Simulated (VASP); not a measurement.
# Ga (C2/c) in VASP: further runs, part 3 of 3

VASP 6.6.1.

**4. Electric field gradients, PBEsol (18.73 Å³/atom)**

This run uses another cell than the first one, of 18.73 Å³/atom.

The input, INCAR:

```
ALGO = Normal ; EDIFF = 1E-8
ENCUT = 520 ; GGA = PS
ISIF = 2 ; ISMEAR = -1
LASPH = T ; LCHARG = F
LEFG = T ; LREAL = F
LWAVE = F ; NBANDS = 20
NELM = 60 ; PREC = Accurate
SIGMA = 0.03
```

The input, KPOINTS:

```
k-points
0
Gamma
  14 14 11
```

The input, POSCAR:

```
Ga
1.0
    1.3875947181     -4.0398771747      0.0000000000
    1.3875947181      4.0398771747      0.0000000000
   -0.1178402022      0.0000000000      3.3409929716
Ga
2
Direct
    0.8690000000      0.1310000000      0.2500000000
    0.1310000000      0.8690000000      0.7500000000
```

Potentials or basis: VASP PAW PBE potentials, release 64 (Ga_d).

Started as:

```bash
> cat potpaw_PBE.64/Ga_d/POTCAR > POTCAR
> mpirun -np 1 vasp_std > vasp.out
```

OUTCAR:

```text
EDIFF = 1E-8
   ENCUT = 520
   GGA = PS
   ISIF = 2
   ISMEAR = -1
   LASPH = T
   LREAL = F
   NELM = 60
   PREC = Accurate

 ion  position               nearest neighbor table
   1  0.869  0.131  0.250-   2 2.70   2 2.70   2 2.87   2 2.87
   2  0.131  0.869  0.750-   1 2.70   1 2.70   1 2.87   1 2.87

  LATTYP: Found a base centered monoclinic cell.
 ALAT       =     2.7751894362
 B/A-ratio  =     2.9114244397
 C/A-ratio  =     1.2046278548
 COS(beta)  =    -0.0352490928

  Lattice vectors:

 A1 = (   1.3875947181,  -4.0398771747,   0.0000000000)
 A2 = (   1.3875947181,   4.0398771747,   0.0000000000)
 A3 = (  -0.1178402022,   0.0000000000,   3.3409929716)

Analysis of symmetry for initial positions (statically):
=====================================================================
 Subroutine PRICEL returns:
 Original cell was already a primitive cell.

 Routine SETGRP: Setting up the symmetry group for a
 base centered monoclinic supercell.

 Subroutine GETGRP returns: Found  4 space group operations
 (whereof  2 operations were pure point group operations)
 out of a pool of  4 trial point group operations.

The static configuration has the point symmetry S_2 .
 The point group associated with its full space group is C_2h.

Analysis of symmetry for dynamics (positions and initial velocities):
=====================================================================
 Subroutine PRICEL returns:
 Original cell was already a primitive cell.

 Routine SETGRP: Setting up the symmetry group for a
[... 158 lines left out ...]
 fundamental gap:      0.0028285778
 Fermi energy:         5.4043552734

 k-point     1 :       0.0000    0.0000    0.0000
  band No.  band energies     occupation
      1      -9.6764      2.00000
      2      -9.6664      2.00000
      3      -9.6320      2.00000
      4      -9.6080      2.00000
      5      -9.3382      2.00000
      6      -9.3378      2.00000
[... 541 lines left out ...]
     19      16.6558      0.00000
     20      17.7133      0.00000

 [... further k-points ...]

------------------------ aborting loop because EDIFF is reached ----------------------------------------

  FORCE on cell =-STRESS in cart. coord.  units (eV):
  Direction    XX          YY          ZZ          XY          YZ          ZX
  --------------------------------------------------------------------------------------
  -------------------------------------------------------------------------------------
  Total       -0.5482663     -0.5292061     -0.5482048      0.0000000      0.0000000     -0.0194713
  in kB      -23.4512396    -22.6359659    -23.4486096      0.0000000      0.0000000     -0.8328540
  external PRESSURE =     -23.1786051 kB  Pullay stress =       0.0000000 kB

 VOLUME and BASIS-vectors are now :
 -----------------------------------------------------------------------------
  energy-cutoff  :      520.00
  volume of cell :       37.46
      direct lattice vectors                 reciprocal lattice vectors
     1.387594718 -4.039877175  0.000000000     0.360335762 -0.123766139  0.012709407
     1.387594718  4.039877175  0.000000000     0.360335762  0.123766139  0.012709407
    -0.117840202  0.000000000  3.340992972     0.000000000  0.000000000  0.299312213

 POSITION                                       TOTAL-FORCE (eV/Angst)
 -----------------------------------------------------------------------------------
      1.35813     -2.98143      0.83525         0.000000      0.178361      0.000000
      1.29921      2.98143      2.50574        -0.000000     -0.178361     -0.000000
 -----------------------------------------------------------------------------------
    total drift:                                0.000000      0.000000     -0.000000

  FREE ENERGIE OF THE ION-ELECTRON SYSTEM (eV)
  ---------------------------------------------------
  free  energy   TOTEN  =        -6.6686650968 eV

  energy  without entropy=       -6.6668621295  energy(sigma->0) =       -6.66776361

 Electric field gradients (V/A^2)
---------------------------------------------------------------------
 ion       V_xx      V_yy      V_zz      V_xy      V_xz      V_yz
---------------------------------------------------------------------
   1      -6.213   -17.866    24.079     0.000    -2.424    -0.000
   2      -6.213   -17.866    24.079     0.000    -2.424    -0.000
---------------------------------------------------------------------

 Electric field gradients after diagonalization (V/A^2)
 (convention: |V_zz| > |V_xx| > |V_yy|)
----------------------------------------------------------------------
 ion       V_xx      V_yy      V_zz     asymmetry (V_yy - V_xx)/ V_zz
----------------------------------------------------------------------
   1     -17.866    -6.405    24.272       0.472
   2     -17.866    -6.405    24.272       0.472
----------------------------------------------------------------------

           NMR quadrupolar parameters

 Cq : quadrupolar parameter    Cq=e*Q*V_zz/h
 eta: asymmetry parameters     (V_yy - V_xx)/ V_zz
 Q  : nuclear electric quadrupole moment in mb (millibarn)
----------------------------------------------------------------------
 ion       Cq(MHz)       eta       Q (mb)
----------------------------------------------------------------------
   1       0.059       0.472       1.000
   2       0.059       0.472       1.000
----------------------------------------------------------------------
```

stdout:

```text
POSCAR found type information on POSCAR Ga
 POSCAR found :  1 types and       2 ions
 scaLAPACK will be used
 -----------------------------------------------------------------------------
|                                                                             |
|                                                                             |
|     You enforced a specific xc type in the INCAR file but a different       |
|     I HOPE YOU KNOW WHAT YOU ARE DOING!                                     |
|                                                                             |
 -----------------------------------------------------------------------------

 LDA part: xc-table for (Slater+PW92), standard interpolation
 POSCAR, INCAR and KPOINTS ok, starting setup
 FFT: planning ... GRIDC
 FFT: planning ... GRID_SOFT
 FFT: planning ... GRID
 WAVECAR not read
 entering main loop
ion   1

ion   2
```

It took 5.3 min on 1 thread of Intel Xeon Platinum 8259CL at 2.50GHz (Skylake/Cascade Lake), shared host; peak memory 0.44 GiB.

Results:

```
Free energy                             : -6.6687 eV
Pressure                                : -2.3 GPa
Largest force                           : 0.178 eV/Å
Band gap on the k mesh                  : zero (bands 13 and 14 overlap by 7.92 eV)
Largest electric field gradient by atom : Ga +24.3 V/Å²
```

Forces on the atoms (eV/Å):
```
Ga   0.000  0.178  0.000
Ga   0.000 -0.178  0.000
```

Stress tensor (GPa, compression positive):
```
-2.35  0.00 -0.08
 0.00 -2.26  0.00
-0.08  0.00 -2.34
```

Electric field gradients, principal values (V/Å²):
```tsv
atom	least	middle	greatest (by size)
1 Ga	-6.405	-17.866	24.272
2 Ga	-6.405	-17.866	24.272
```

Caveat: without QUAD_EFG the Cq values of the log hold for a quadrupole moment of 1 mb, not for the nuclei; the PAW data sets were made with another functional, which shifts forces and pressure a little.

**5. Overview**

| cell | gap on the mesh (eV) | pressure (GPa) | largest force (eV/Å) |
| --- | --- | --- | --- |
| a = 4.341, b = 4.341, c = 3.397 Å, angles 90.7, 90.7, 142.1°, 2 atoms | none | -4.4 | 0.15 |
| a = 4.293, b = 4.293, c = 3.360 Å, angles 90.7, 90.7, 142.1°, 2 atoms | none | -3.0 | 0.17 |
| a = 4.272, b = 4.272, c = 3.343 Å, angles 90.7, 90.7, 142.1°, 2 atoms | none | -2.3 | 0.18 |

Alike in all rows: task electric field gradients; level PBEsol; potentials or basis VASP PAW PBE potentials, release 64 (Ga_d); no spin polarisation; k mesh 14 × 14 × 11; cutoff (eV) 520; smearing fermi-dirac 0.03 eV.

Caveats: the PAW data sets were made with another functional, which shifts forces and pressure a little; the cell stands under tension (at least some runs).

Absolute energies hang on the potentials; compare differences alone.
